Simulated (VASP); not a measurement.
# LiF in VASP: further runs, part 2 of 2

VASP 6.6.1. Earlier steps stand in the parts before.

### Step 3. Single point, PBEsol (strained and its atoms moved)

File INCAR:

```
ALGO = Normal
EDIFF = 1E-6
ENCUT = 520
GGA = PS
ISIF = 2
ISMEAR = 0
LASPH = True
LCHARG = False
LREAL = False
LWAVE = False
NBANDS = 12
NELM = 100
PREC = Accurate
SIGMA = 0.02
```

File KPOINTS:

```
k-points
0
Gamma
  10 10 10
```

File POSCAR:

```
LiF
1.0
    0.0073511000      2.0071121200      2.0373221200
    2.0224185200     -0.0079553000      2.0526285200
    2.0144632200      2.0144632200      0.0000000000
Li F
1 1
Direct
    0.0000000000      0.0000000000      0.0210657432
    0.5000000000      0.5000000000      0.4789342568
```

Potentials or basis: VASP PAW PBE potentials, release 64 (Li_sv, F).

The run is started by

```
cat potpaw_PBE.64/Li_sv/POTCAR potpaw_PBE.64/F/POTCAR > POTCAR
mpirun -np 1 vasp_std > vasp.out
```

OUTCAR:

```text
EDIFF = 1E-6
   ENCUT = 520
   GGA = PS
   ISIF = 2
   ISMEAR = 0
   LASPH = True
   LREAL = False
   NELM = 100
   PREC = Accurate

 ion  position               nearest neighbor table
   1  0.000  0.000  0.021-   2 1.93   2 1.93   2 2.05   2 2.05   2 2.10   2 2.10
   2  0.500  0.500  0.479-   1 1.93   1 1.93   1 2.05   1 2.05   1 2.10   1 2.10

  LATTYP: Found a base centered monoclinic cell.
 ALAT       =     4.9599207611
 B/A-ratio  =     0.5743803871
 C/A-ratio  =     0.5745609493
 COS(beta)  =    -0.5657677265

  Lattice vectors:

 A1 = (   2.0071121200,   0.0073511000,  -2.0373221200)
 A2 = (  -0.0073511000,  -2.0071121200,  -2.0373221200)
 A3 = (  -2.0150674200,   2.0150674200,  -0.0153064000)

Analysis of symmetry for initial positions (statically):
=====================================================================
 Subroutine PRICEL returns:
 Original cell was already a primitive cell.

 Routine SETGRP: Setting up the symmetry group for a
 base centered monoclinic supercell.

 Subroutine GETGRP returns: Found  2 space group operations
 (whereof  2 operations were pure point group operations)
 out of a pool of  4 trial point group operations.

The static configuration has the point symmetry C_2 .

Analysis of symmetry for dynamics (positions and initial velocities):
=====================================================================
 Subroutine PRICEL returns:
 Original cell was already a primitive cell.

 Routine SETGRP: Setting up the symmetry group for a
 base centered monoclinic supercell.

 Subroutine GETGRP returns: Found  2 space group operations
 (whereof  2 operations were pure point group operations)
 out of a pool of  4 trial point group operations.

The dynamic configuration has the point symmetry C_2 .

 Subroutine INISYM returns: Found  2 space group operations
 (whereof  2 operations are pure point group operations),
 and found     1 'primitive' translations

----------------------------------------------------------------------------------------

                                     Primitive cell

  volume of cell :      16.6018

  direct lattice vectors                    reciprocal lattice vectors
     0.007351100  2.007112120  2.037322120    -0.249066350  0.249066350  0.246365961
     2.022418520 -0.007955300  2.052628520     0.247209069 -0.247209069  0.242651397
     2.014463220  2.014463220  0.000000000     0.249133718  0.247276437 -0.244508679

  length of vectors
     2.859936104  2.881583557  2.848881207     0.429842157  0.425563565  0.427782351

  position of ions in fractional coordinates (direct lattice)
     0.000000000  0.000000000  0.021065743
     0.500000000  0.500000000  0.478934257

  ion indices of the primitive-cell ions
   primitive index   ion index
                 1           1
                 2           2

----------------------------------------------------------------------------------------

 KPOINTS: k-points

Automatic generation of k-mesh.
 Grid dimensions read from file:
[... 27 lines left out ...]
  0.500000  0.000000  0.000000      1.000000
[... 16 lines left out ...]
 -0.400000  0.200000  0.000000      2.000000
 -0.300000  0.200000  0.000000      2.000000
 [... further k-points ...]
   k-points           NKPTS =    282   k-points in BZ     NKDIM =    282   number of bands    NBANDS=     12
   number of dos      NEDOS =    301   number of ions     NIONS =      2
   total plane-waves  NPLWV =  13824
   dimension x,y,z NGX =    24 NGY =   24 NGZ =   24
   dimension x,y,z NGXF=    48 NGYF=   48 NGZF=   48
   ions per type =               1   1
   NGX,Y,Z   is equivalent  to a cutoff of  13.95, 13.85, 14.01 a.u.
   NGXF,Y,Z  is equivalent  to a cutoff of  27.90, 27.69, 28.01 a.u.
 SYSTEM =  unknown system
   PREC   = accura    normal or accurate (medium, high low for compatibility)
   ISTART =      0    job   : 0-new  1-cont  2-samecut
   ICHARG =      2    charge: 1-file 2-atom 10-const
   ISPIN  =      1    spin polarized calculation?
   LNONCOLLINEAR =      F non collinear calculations
   LSORBIT =      F    spin-orbit coupling
   LASPH  =      T    aspherical Exc in radial PAW
   ENCUT  =  520.0 eV  38.22 Ry    6.18 a.u.   5.32  5.36  5.30*2*pi/ulx,y,z
   NELM   =    100;   NELMIN=  2; NELMDL= -5     # of ELM steps
   EDIFF  = 0.1E-05   stopping-criterion for ELM
   LREAL  =      F    real-space projection
   EDIFFG = 0.1E-04   stopping-criterion for IOM
   NSW    =      0    number of steps for IOM
   IBRION =     -1    ionic relax: 0-MD 1-quasi-New 2-CG
   NFREE  =      0    steps in history (QN), initial steepest desc. (CG)
   ISIF   =      2    stress and relaxation
   ISYM   =      2    0-nonsym 1-usesym 2-fastsym
   POTIM  = 0.5000    time-step for ionic-motion
   TEBEG  =    0.0;   TEEND  =   0.0 temperature during run
   PSTRESS=    0.0 pullay stress
   NELECT =      10.0000    total number of electrons
   NUPDOWN=      -1.0000    fix difference up-down
   EMIN   =  10.00;   EMAX   =-10.00  energy-range for DOS
   EFERMI =   0.00;   METHOD = LEGACY
   ISMEAR =     0;   SIGMA  =   0.02  broadening in eV -4-tet -1-fermi 0-gaus
   EFERMI_NEDOS =   21; number of points for ismear=-14 and -15
   IALGO  =     38    algorithm
   IMIX   =      4    mixing-type and parameters
     AMIX     =   0.40;   BMIX     =  1.00
     AMIX_MAG =   1.60;   BMIX_MAG =  1.00
  volume/ion in A,a.u.               =       8.30        56.02
  Fermi-wavevector in a.u.,A,eV,Ry     =   1.382579  2.612695 26.007872  1.911525
  Thomas-Fermi vector in A             =   2.507257
   LORBIT       =      0    0 simple, 1 ext, 2 COOP (PROOUT), +10 PAW based schemes
   GGA     = PS    functional components
   LHFCALC =     F    Hartree Fock is set to
   AEXX    =    0.0000 exact exchange contribution
   IVDW    =     0    specifies the selected vdW correction
   LEPSILON=     F    determine dielectric tensor
   LRPA    =     F    only Hartree local field effects (RPA)
 non-spin polarized calculation
 Gauss-broadening in eV      SIGMA  =   0.02
  energy-cutoff  :      520.00
  volume of cell :       16.60
 maximum number of plane-waves:       461
 NGX is ok and might be reduce to    24
   NGX = 11   NGY = 11   NGZ = 11

 number of electron      10.0000000 magnetization

 number of electron       9.9999992 magnetization

 Free energy of the ion-electron system (eV)
  ---------------------------------------------------
  ext. energy  EPLUGINS =         0.00000000
  ---------------------------------------------------
  free energy    TOTEN  =        -9.83652012 eV

  energy without entropy =       -9.83652012  energy(sigma->0) =       -9.83652012

 E-fermi :  -0.9492     XC(G=0): -10.1155

 val. band max:       -1.1729421684   @ k =   0.0000   0.0000   0.0000
 cond. band min:       7.5507667924   @ k =   0.0000   0.0000   0.0000
 fundamental gap:      8.7237089608
 Fermi energy:        -0.9492387472

 k-point     1 :       0.0000    0.0000    0.0000
  band No.  band energies     occupation
      1     -41.4369      2.00000
      2     -21.0284      2.00000
      3      -1.2549      2.00000
      4      -1.2134      2.00000
      5      -1.1729      2.00000
      6       7.5508      0.00000
      7      21.7284      0.00000
      8      21.8708      0.00000
      9      22.5638      0.00000
     10      22.7811      0.00000
     11      23.3325      0.00000
     12      23.4700      0.00000
[... 331 lines left out ...]
 k-point    24 :      -0.3000    0.2000    0.0000
  band No.  band energies     occupation
      1     -41.3767      2.00000
      2     -20.5851      2.00000
      3      -3.2004      2.00000
      4      -2.3597      2.00000
      5      -1.4421      2.00000
      6      10.4724      0.00000
      7      14.2222      0.00000
      8      17.1199      0.00000
      9      18.8823      0.00000
     10      27.0208      0.00000
     11      27.3946      0.00000
     12      28.1656      0.00000

 [... further k-points ...]

------------------------ aborting loop because EDIFF is reached ----------------------------------------

  FORCE on cell =-STRESS in cart. coord.  units (eV):
  Direction    XX          YY          ZZ          XY          YZ          ZX
  --------------------------------------------------------------------------------------
  -------------------------------------------------------------------------------------
  Total       -0.1067966     -0.1067966     -0.3169812     -0.0105754      0.0451867     -0.0451867
  in kB      -10.3065509    -10.3065509    -30.5907029     -1.0205898      4.3608020     -4.3608020
  external PRESSURE =     -17.0679349 kB  Pullay stress =       0.0000000 kB

 VOLUME and BASIS-vectors are now :
 -----------------------------------------------------------------------------
  energy-cutoff  :      520.00
  volume of cell :       16.60
      direct lattice vectors                 reciprocal lattice vectors
     0.007351100  2.007112120  2.037322120    -0.249066350  0.249066350  0.246365961
     2.022418520 -0.007955300  2.052628520     0.247209069 -0.247209069  0.242651397
     2.014463220  2.014463220  0.000000000     0.249133718  0.247276437 -0.244508679

 POSITION                                       TOTAL-FORCE (eV/Angst)
 -----------------------------------------------------------------------------------
      0.04244      0.04244      0.00000        -0.147661     -0.147661      0.000000
      1.97968      1.96437      2.04498         0.147661      0.147661     -0.000000
 -----------------------------------------------------------------------------------
    total drift:                                0.000076      0.000076     -0.000000

  FREE ENERGIE OF THE ION-ELECTRON SYSTEM (eV)
  ---------------------------------------------------
  free  energy   TOTEN  =        -9.8365201208 eV

  energy  without entropy=       -9.8365201208  energy(sigma->0) =       -9.83652012
```

OSZICAR:

```text
N       E                     dE             d eps       ncg     rms          rms(c)
DAV:   1     0.313420774114E+02    0.31342E+02   -0.54157E+03  7060   0.843E+02
DAV:   2    -0.913314084009E+01   -0.40475E+02   -0.39500E+02  8092   0.187E+02
DAV:   3    -0.102570992641E+02   -0.11240E+01   -0.11210E+01  9008   0.272E+01
DAV:   4    -0.102693936427E+02   -0.12294E-01   -0.12294E-01  7624   0.298E+00
DAV:   5    -0.102695564237E+02   -0.16278E-03   -0.16278E-03  8676   0.256E-01    0.409E+00
DAV:   6    -0.983558581450E+01    0.43397E+00   -0.20630E+00  7672   0.880E+00    0.141E+00
DAV:   7    -0.983381244183E+01    0.17734E-02   -0.15533E-02  8788   0.112E+00    0.847E-01
DAV:   8    -0.983644334119E+01   -0.26309E-02   -0.12378E-02  8264   0.123E+00    0.109E-01
DAV:   9    -0.983646357608E+01   -0.20235E-04   -0.11286E-03  7980   0.297E-01    0.439E-02
DAV:  10    -0.983652095030E+01   -0.57374E-04   -0.10674E-04  7828   0.795E-02    0.113E-02
DAV:  11    -0.983652012081E+01    0.82949E-06   -0.72190E-06  9028   0.261E-02
   1 F= -.98365201E+01 E0= -.98365201E+01  d E =-.523261E-59
```

stdout:

```text
POSCAR found type information on POSCAR LiF
 POSCAR found :  2 types and       2 ions
 scaLAPACK will be used
 -----------------------------------------------------------------------------
|                                                                             |
|                                                                             |
|     You enforced a specific xc type in the INCAR file but a different       |
|     I HOPE YOU KNOW WHAT YOU ARE DOING!                                     |
|                                                                             |
 -----------------------------------------------------------------------------

 LDA part: xc-table for (Slater+PW92), standard interpolation
 POSCAR, INCAR and KPOINTS ok, starting setup
 FFT: planning ... GRIDC
 FFT: planning ... GRID_SOFT
 FFT: planning ... GRID
 WAVECAR not read
 entering main loop
```

It took 22 s on 1 thread of Intel Xeon Platinum 8375C at 2.90GHz (Ice Lake), shared host; peak memory 0.17 GiB.

What came out:

```yaml
Free_energy: -9.8365 eV
Largest_force: 0.209 eV/Å
Band_gap_on_the_k_mesh: 8.72 eV
```

Forces in eV/Å, atoms in the order of the input:
```
Li  -0.148 -0.148  0.000
F    0.148  0.148  0.000
```

Caveat: the cell differs from its parent crystal (strained and its atoms moved); the cutoff is under 1.25 times the usual one of these potentials, so pressure, stress and relaxed cells hold a basis-set (Pulay) error; the PAW data sets were made with another functional, which shifts forces and pressure a little.
